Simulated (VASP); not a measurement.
Write the native input for VASP 6.6.1 that does the following.

| Property | Result |
| --- | --- |
| Task | relaxation of cell and atoms |
| Functional | RPBE |
| Potentials or basis | VASP PAW PBE potentials, release 64 (Fe) |
| Cutoff | 600 eV |
| k mesh | 13 × 13 × 13 |
| Occupations | fermi-dirac, width 0.05 eV |
| Spin | collinear spin, ferromagnetic start |
| Starting moments | [2.5] μB |
| Dipole correction | no |
| Further INCAR settings | ALGO = Normal; EDIFF = 1e-06; IBRION = 2; EDIFFG = -0.01; NSW = 80; ISIF = 3 |

The structure of Fe lies in POSCAR:

```
Fe
1.0
    2.3342634294      0.0000000000      0.0000000000
    0.0000000000      2.3342634294      0.0000000000
    0.0000000000      0.0000000000      2.3342634294
Fe
1
Direct
    0.0000000000      0.0000000000      0.0000000000
```

One way to write it, as run:

INCAR

```
SYSTEM = Fe
PREC = Accurate
ENCUT = 600
EDIFF = 1E-6
ISMEAR = -1
SIGMA = 0.05
LREAL = .FALSE.
LASPH = .TRUE.
NELM = 150
ALGO = Normal
ISIF = 3
LWAVE = .FALSE.
LCHARG = .FALSE.
ISPIN = 2
MAGMOM = 2.5
LORBIT = 11
LMAXMIX = 4
GGA = RP
IBRION = 2
NSW = 80
EDIFFG = -0.01
```

KPOINTS

```
Automatic mesh
0
G
  13 13 13
  0 0 0
```

Potentials or basis: VASP PAW PBE potentials, release 64 (Fe).

Run with:

```console
$ cat potpaw_PBE.64/Fe/POTCAR > POTCAR
$ mpirun -np 1 vasp_std > vasp.out
```

Results of the run:

| Item | Value |
| --- | --- |
| Relaxed volume | 13.80 Å³/atom |
| Relaxed cell | a = 2.399 Å, b = 2.399 Å, c = 2.399 Å, α = 90.00°, β = 90.00°, γ = 90.00° |
| Space group after relaxing (to 0.05 Å) | Pm-3m (No. 221) |
| Energy gained by relaxing | 35.6 meV/atom |
| Ionic steps | 3 |
| Pressure after relaxing | -0.1 GPa |
| Net moment | 2.49 μB per cell |
| Site moments | Fe +2.48 μB |
| Valence electrons inside the program's atomic spheres | Fe 7.11 |

Caveat: the PAW data sets were made with another functional, which shifts forces and pressure a little.

It took 22 s on 1 thread of Intel(R) Xeon(R) 6975P-C (Granite Rapids), with other jobs on the host, peak memory 0.14 GiB.
